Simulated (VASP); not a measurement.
# Zr2C3 (C2/m) in VASP: single point with PBE

Aim: the single point of Zr2C3 with PBE.

Everything below comes from runs of VASP 6.6.1. Logs are shortened: lines on timing, memory, paths and dates and some standing lists are left out, and cuts for length are marked.

## 1. The cell of the first run

It takes space group C2/m (No. 12, monoclinic). The conventional cell has a = 6.071 Å, b = 3.359 Å, c = 6.638 Å, α = 90.00°, β = 114.91°, γ = 90.00°. Within 3.0 Å of Zr (site symmetry m) lie 8 C at 2.26 to 2.71 Å. Within 3.1 Å of C (site symmetry 2/m) lie 6 Zr at 2.32 to 2.45 Å. C (site symmetry m) has 1 C at 1.31 Å within 1.7 Å.

## 2. Single point, PBE

INCAR reads:

```
SYSTEM = Zr2C3
ALGO = Normal
EDIFF = 1E-6
ENCUT = 520
GGA = PE
ISIF = 2
ISMEAR = 0
LASPH = .TRUE.
LCHARG = .TRUE.
LELF = .TRUE.
LREAL = .FALSE.
LVHAR = .TRUE.
LWAVE = .FALSE.
NBANDS = 26
NELM = 80
PREC = Accurate
SIGMA = 0.1
```

KPOINTS reads:

```
k-points
0
G
  14 14 6
  0 0 0
```

POSCAR reads:

```
Zr2C3
1.0
    3.0355480508     -1.6793110423     -0.0001499071
    3.0355480508      1.6793110423     -0.0001499071
   -2.7955635955      0.0000000000      6.0206951527
Zr C
2 3
Direct
    0.7552898605      0.7552898605      0.2135191139
    0.2447101395      0.2447101395      0.7864808861
    0.0000000000      0.0000000000      0.0000000000
    0.4442083124      0.4442083124      0.5652429908
    0.5557916876      0.5557916876      0.4347570092
```

Potentials or basis: VASP PAW PBE potentials, release 64 (Zr_sv, C).

Command:

```console
cat potpaw_PBE.64/Zr_sv/POTCAR potpaw_PBE.64/C/POTCAR > POTCAR
mpirun -np 1 vasp_std > vasp.out
```

OUTCAR:

```text
SYSTEM = Zr2C3
   EDIFF = 1E-6
   ENCUT = 520
   GGA = PE
   ISIF = 2
   ISMEAR = 0
   LASPH = .TRUE.
   LREAL = .FALSE.
   NELM = 80
   PREC = Accurate

 ion  position               nearest neighbor table
   1  0.755  0.755  0.214-   5 2.26   3 2.32   3 2.32   3 2.45   5 2.46   5 2.46   4 2.71   4 2.71
                             2 3.20   2 3.27   2 3.27   2 3.71
   2  0.245  0.245  0.786-   4 2.26   3 2.32   3 2.32   3 2.45   4 2.46   4 2.46   5 2.71   5 2.71
                             1 3.20   1 3.27   1 3.27   1 3.71
   3  0.000  0.000  0.000-   1 2.32   1 2.32   2 2.32   2 2.32   1 2.45   2 2.45
   4  0.444  0.444  0.565-   5 1.31   2 2.26   2 2.46   2 2.46   1 2.71   1 2.71
   5  0.556  0.556  0.435-   4 1.31   1 2.26   1 2.46   1 2.46   2 2.71   2 2.71

  LATTYP: Found a base centered monoclinic cell.
 ALAT       =     6.0710961090
 B/A-ratio  =     0.5532151072
 C/A-ratio  =     1.0933887091
 COS(beta)  =    -0.4211859450

  Lattice vectors:

 A1 = (   3.0355480508,  -1.6793110423,  -0.0001499071)
 A2 = (   3.0355480508,   1.6793110423,  -0.0001499071)
 A3 = (  -2.7955635955,   0.0000000000,   6.0206951527)

Analysis of symmetry for initial positions (statically):
=====================================================================
 Subroutine PRICEL returns:
 Original cell was already a primitive cell.

 Routine SETGRP: Setting up the symmetry group for a
 base centered monoclinic supercell.

 Subroutine GETGRP returns: Found  4 space group operations
 (whereof  4 operations were pure point group operations)
 out of a pool of  4 trial point group operations.

The static configuration has the point symmetry C_2h.

Analysis of symmetry for dynamics (positions and initial velocities):
=====================================================================
 Subroutine PRICEL returns:
 Original cell was already a primitive cell.

 Routine SETGRP: Setting up the symmetry group for a
 base centered monoclinic supercell.

 Subroutine GETGRP returns: Found  4 space group operations
 (whereof  4 operations were pure point group operations)
 out of a pool of  4 trial point group operations.

The dynamic configuration has the point symmetry C_2h.

 Subroutine INISYM returns: Found  4 space group operations
 (whereof  4 operations are pure point group operations),
 and found     1 'primitive' translations

----------------------------------------------------------------------------------------

                                     Primitive cell

  volume of cell :      61.3811

  direct lattice vectors                    reciprocal lattice vectors
     3.035548051 -1.679311042 -0.000149907     0.164718679 -0.297741149  0.076483119
     3.035548051  1.679311042 -0.000149907     0.164718679  0.297741149  0.076483119
    -2.795563595  0.000000000  6.020695153     0.000008203  0.000000000  0.166097586

  length of vectors
     3.469097515  3.469097515  6.638067937     0.348757370  0.348757370  0.166097586

  position of ions in fractional coordinates (direct lattice)
     0.755289860  0.755289860  0.213519114
     0.244710140  0.244710140  0.786480886
     0.000000000  0.000000000  0.000000000
     0.444208312  0.444208312  0.565242991
     0.555791688  0.555791688  0.434757009

  ion indices of the primitive-cell ions
   primitive index   ion index
                 1           1
                 2           2
                 3           3
                 4           4
                 5           5

----------------------------------------------------------------------------------------

 KPOINTS: k-points

Automatic generation of k-mesh.
 Grid dimensions read from file:
 generate k-points for:   14   14    6

 Generating k-lattice:

  Cartesian coordinates                     Fractional coordinates (reciprocal lattice)
     0.011765620 -0.021267225  0.005463080     0.071428571 -0.000000000  0.000000000
     0.011765620  0.021267225  0.005463080    -0.000000000  0.071428571  0.000000000
     0.000001367  0.000000000  0.027682931     0.000000000  0.000000000  0.166666667

  Length of vectors
     0.024911241  0.024911241  0.027682931

  Shift w.r.t. Gamma in fractional coordinates (k-lattice)
     0.000000000  0.000000000  0.000000000

 Subroutine IBZKPT returns following result:
 ===========================================

 Found    324 irreducible k-points:

 Following reciprocal coordinates:
            Coordinates               Weight
  0.000000  0.000000  0.000000      1.000000
  0.071429  0.000000 -0.000000      4.000000
  0.142857  0.000000  0.000000      4.000000
  0.214286 -0.000000 -0.000000      4.000000
  0.285714 -0.000000  0.000000      4.000000
  0.357143  0.000000  0.000000      4.000000
[... 16 lines left out ...]
  0.214286  0.142857 -0.000000      4.000000
  0.285714  0.142857 -0.000000      4.000000
 [... further k-points ...]
   k-points           NKPTS =    324   k-points in BZ     NKDIM =    324   number of bands    NBANDS=     26
   number of dos      NEDOS =    301   number of ions     NIONS =      5
   total plane-waves  NPLWV =  39200
   dimension x,y,z NGX =    28 NGY =   28 NGZ =   50
   dimension x,y,z NGXF=    56 NGYF=   56 NGZF=  100
   ions per type =               2   3
   NGX,Y,Z   is equivalent  to a cutoff of  13.42, 13.42, 12.52 a.u.
   NGXF,Y,Z  is equivalent  to a cutoff of  26.84, 26.84, 25.04 a.u.
 SYSTEM =  Zr2C3
   PREC   = accura    normal or accurate (medium, high low for compatibility)
   ISTART =      0    job   : 0-new  1-cont  2-samecut
   ICHARG =      2    charge: 1-file 2-atom 10-const
   ISPIN  =      1    spin polarized calculation?
   LNONCOLLINEAR =      F non collinear calculations
   LSORBIT =      F    spin-orbit coupling
   LASPH  =      T    aspherical Exc in radial PAW
   ENCUT  =  520.0 eV  38.22 Ry    6.18 a.u.   6.45  6.45 12.34*2*pi/ulx,y,z
   NELM   =     80;   NELMIN=  2; NELMDL= -5     # of ELM steps
   EDIFF  = 0.1E-05   stopping-criterion for ELM
   LREAL  =      F    real-space projection
   EDIFFG = 0.1E-04   stopping-criterion for IOM
   NSW    =      0    number of steps for IOM
   IBRION =     -1    ionic relax: 0-MD 1-quasi-New 2-CG
   NFREE  =      0    steps in history (QN), initial steepest desc. (CG)
   ISIF   =      2    stress and relaxation
   ISYM   =      2    0-nonsym 1-usesym 2-fastsym
   POTIM  = 0.5000    time-step for ionic-motion
   TEBEG  =    0.0;   TEEND  =   0.0 temperature during run
   PSTRESS=    0.0 pullay stress
   NELECT =      36.0000    total number of electrons
   NUPDOWN=      -1.0000    fix difference up-down
   EMIN   =  10.00;   EMAX   =-10.00  energy-range for DOS
   EFERMI =   0.00;   METHOD = LEGACY
   ISMEAR =     0;   SIGMA  =   0.10  broadening in eV -4-tet -1-fermi 0-gaus
   EFERMI_NEDOS =   21; number of points for ismear=-14 and -15
   IALGO  =     38    algorithm
   IMIX   =      4    mixing-type and parameters
     AMIX     =   0.40;   BMIX     =  1.00
     AMIX_MAG =   1.60;   BMIX_MAG =  1.00
  volume/ion in A,a.u.               =      12.28        82.84
  Fermi-wavevector in a.u.,A,eV,Ry     =   1.370347  2.589581 25.549728  1.877852
  Thomas-Fermi vector in A             =   2.496142
   LORBIT       =      0    0 simple, 1 ext, 2 COOP (PROOUT), +10 PAW based schemes
   GGA     = PE    functional components
   LHFCALC =     F    Hartree Fock is set to
   AEXX    =    0.0000 exact exchange contribution
   IVDW    =     0    specifies the selected vdW correction
   LEPSILON=     F    determine dielectric tensor
   LRPA    =     F    only Hartree local field effects (RPA)
 non-spin polarized calculation
 Gauss-broadening in eV      SIGMA  =   0.10
  energy-cutoff  :      520.00
  volume of cell :       61.38
 maximum number of plane-waves:      1674
 NGX is ok and might be reduce to    28
   NGX = 13   NGY = 13   NGZ = 25

 number of electron      36.0000001 magnetization

 Free energy of the ion-electron system (eV)
  ---------------------------------------------------
  ext. energy  EPLUGINS =         0.00000000
  ---------------------------------------------------
  free energy    TOTEN  =       -46.46032107 eV

  energy without entropy =      -46.45293607  energy(sigma->0) =      -46.45662857

 E-fermi :   9.6735     XC(G=0): -11.8956

 val. band max:        9.6726820007   @ k =  -0.4286   0.2857   0.3333
 cond. band min:       9.6759764263   @ k =  -0.1429   0.0714   0.0000
 fundamental gap:      0.0032944256
 Fermi energy:         9.6734776707

 k-point     1 :       0.0000    0.0000    0.0000
  band No.  band energies     occupation
      1     -39.4563      2.00000
      2     -39.3860      2.00000
      3     -17.9161      2.00000
      4     -17.3277      2.00000
      5     -17.3104      2.00000
      6     -17.2892      2.00000
[... 18 lines left out ...]
     25      12.5364      0.00000
     26      13.1607      0.00000

 k-point     2 :       0.0714    0.0000   -0.0000
  band No.  band energies     occupation
      1     -39.4531      2.00000
      2     -39.3844      2.00000
      3     -17.9040      2.00000
      4     -17.3525      2.00000
      5     -17.3135      2.00000
      6     -17.2992      2.00000
[... 18 lines left out ...]
     25      13.0888      0.00000
     26      13.3197      0.00000

 k-point     3 :       0.1429    0.0000    0.0000
  band No.  band energies     occupation
      1     -39.4439      2.00000
      2     -39.3800      2.00000
      3     -17.8701      2.00000
      4     -17.4220      2.00000
      5     -17.3562      2.00000
      6     -17.3330      2.00000
[... 572 lines left out ...]
 k-point    23 :       0.2143    0.1429   -0.0000
  band No.  band energies     occupation
      1     -39.4361      2.00000
      2     -39.3805      2.00000
      3     -17.8202      2.00000
      4     -17.5000      2.00000
      5     -17.3861      2.00000
      6     -17.3372      2.00000
[... 18 lines left out ...]
     25      13.7667      0.00000
     26      13.9565      0.00000

 k-point    24 :       0.2857    0.1429   -0.0000
  band No.  band energies     occupation
      1     -39.4236      2.00000
      2     -39.3760      2.00000
      3     -17.7754      2.00000
      4     -17.5629      2.00000
      5     -17.4699      2.00000
      6     -17.3677      2.00000
[... 18 lines left out ...]
     25      14.2701      0.00000
     26      14.4741      0.00000

 [... further k-points ...]

------------------------ aborting loop because EDIFF is reached ----------------------------------------

  FORCE on cell =-STRESS in cart. coord.  units (eV):
  Direction    XX          YY          ZZ          XY          YZ          ZX
  --------------------------------------------------------------------------------------
  -------------------------------------------------------------------------------------
  Total        0.1272825      0.0765688      0.1232519      0.0000000      0.0000000     -0.0362974
  in kB        3.3223409      1.9986070      3.2171340      0.0000000      0.0000000     -0.9474391
  external PRESSURE =       2.8460273 kB  Pullay stress =       0.0000000 kB

 VOLUME and BASIS-vectors are now :
 -----------------------------------------------------------------------------
  energy-cutoff  :      520.00
  volume of cell :       61.38
      direct lattice vectors                 reciprocal lattice vectors
     3.035548051 -1.679311042 -0.000149907     0.164718679 -0.297741149  0.076483119
     3.035548051  1.679311042 -0.000149907     0.164718679  0.297741149  0.076483119
    -2.795563595  0.000000000  6.020695153     0.000008203  0.000000000  0.166097586

 POSITION                                       TOTAL-FORCE (eV/Angst)
 -----------------------------------------------------------------------------------
      3.98853      0.00000      1.28531         0.003257      0.000000      0.002708
     -0.71300      0.00000      4.73509        -0.003257      0.000000     -0.002708
      0.00000      0.00000      0.00000         0.000000      0.000000      0.000000
      1.11666      0.00000      3.40302        -0.071761      0.000000      0.048640
      2.15887      0.00000      2.61737         0.071761      0.000000     -0.048640
 -----------------------------------------------------------------------------------
    total drift:                                0.000000      0.000000      0.000000

  FREE ENERGIE OF THE ION-ELECTRON SYSTEM (eV)
  ---------------------------------------------------
  free  energy   TOTEN  =       -46.4603210687 eV

  energy  without entropy=      -46.4529360747  energy(sigma->0) =      -46.45662857
```

Wall time 18 min (1 thread of Oxide Virtual Turin-like, shared host); peak memory 0.48 GiB.

What came out:

```
Free energy            : -46.4603 eV
Pressure               : 0.3 GPa
Largest force          : 0.087 eV/Å
Band gap on the k mesh : zero (band 18 reaches 10.45 eV, above the bottom of band 19 at 8.84 eV)
```

Forces in eV/Å, atoms in the order of the input:
```
Zr   0.003  0.000  0.003
Zr  -0.003  0.000 -0.003
C    0.000  0.000  0.000
C   -0.072  0.000  0.049
C    0.072  0.000 -0.049
```

Stress tensor (GPa, compression positive):
```
 0.33  0.00 -0.09
 0.00  0.20  0.00
-0.09  0.00  0.32
```
